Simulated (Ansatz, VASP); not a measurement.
# SnO in VASP and in Ansatz

Contents of INCAR:

```
SYSTEM = SnO
ALGO     = Normal         ! electronic algorithm
EDIFF    = 1E-7           ! SCF threshold, eV
ENCUT    = 520            ! plane-wave cutoff, eV
GGA      = PS             ! functional
ISIF     = 2              ! what is computed and relaxed
ISMEAR   = 0              ! smearing method
LASPH    = .True.         ! aspherical terms in the spheres
LCHARG   = .False.        ! write CHGCAR
LREAL    = .False.        ! projectors in reciprocal space
LWAVE    = .False.        ! write WAVECAR
NBANDS   = 50             ! bands
NELM     = 100            ! most SCF steps
PREC     = Accurate       ! precision mode
SIGMA    = 0.05           ! smearing width, eV
```

The input KPOINTS:

```
k-points
0
Gamma
  6 8 3
  0 0 0
```

The input POSCAR:

```
SnO
1.0
    0.0000000000      0.0000000000     -4.2219700000
   -3.3550050000      0.0000000000      0.0000000000
    0.0000000000     11.3482080000     -0.8443940000
Sn O
4 4
Direct
    0.3136651000      0.0000000000      0.8659545000
    0.4136651000      0.0000000000      0.3659545000
    0.9600469000      0.5000000000      0.1340455000
    0.8600469000      0.5000000000      0.6340455000
    0.2240180000      0.0000000000      0.1956250000
    0.1240180000      0.0000000000      0.6956250000
    0.6022680000      0.5000000000      0.8043750000
    0.7022680000      0.5000000000      0.3043750000
```

Input for Ansatz:

```yaml
crystal:
  lattice:
    - [0.0, 0.0, -4.22197]
    - [-3.355005, 0.0, 0.0]
    - [0.0, 11.348208, -0.844394]
  atoms:
    - { symbol: Sn, position: [0.3136651, 0.0, 0.8659545] }
    - { symbol: Sn, position: [0.4136651, 0.0, 0.3659545] }
    - { symbol: Sn, position: [0.9600469, 0.5, 0.1340455] }
    - { symbol: Sn, position: [0.8600469, 0.5, 0.6340455] }
    - { symbol: O, position: [0.224018, 0.0, 0.195625] }
    - { symbol: O, position: [0.124018, 0.0, 0.695625] }
    - { symbol: O, position: [0.602268, 0.5, 0.804375] }
    - { symbol: O, position: [0.702268, 0.5, 0.304375] }
basis:
  ecutwfc: 420
kpoints:
  mp_grid: { grid: [6, 8, 3] }
hamiltonian:
  xc: pbesol
scf:
  occupations: { method: gaussian, width: 0.05 }
output:
  forces: true
  stress: true
  eigenvalues: true
```

Alike in both runs: task single point; functional PBEsol; k mesh 6 × 8 × 3; occupations gaussian, width 0.05 eV; no spin polarisation.

```csv
,VASP,Ansatz
version,VASP 6.6.1,Ansatz 0.2.0
potentials or method,"VASP PAW PBE potentials, release 64 (Sn_d, O), cutoff 520 eV","scalar-relativistic, plane waves, PAW"
valence electrons in the cell,80,80
```

|  | VASP | Ansatz | Ansatz less VASP |
| --- | --- | --- | --- |
| gap on the k mesh at the Fermi level (eV) | 1.23 | 1.24 | +0.010 |
| least direct gap on the mesh (eV) | 1.81 | 1.82 | +0.014 |
| pressure (GPa) | -2.6 | -2.7 | -0.19 |
| traceless stress, the component that is largest in VASP (GPa) | -0.59 | -0.63 | -0.034 |
| rms of the force components (eV/Å) | 0.179 | 0.210 | +0.0308 |

VASP's potentials were made for PBE, not for PBEsol. Atom by atom the forces differ by 0.034 eV/Å (rms over components).
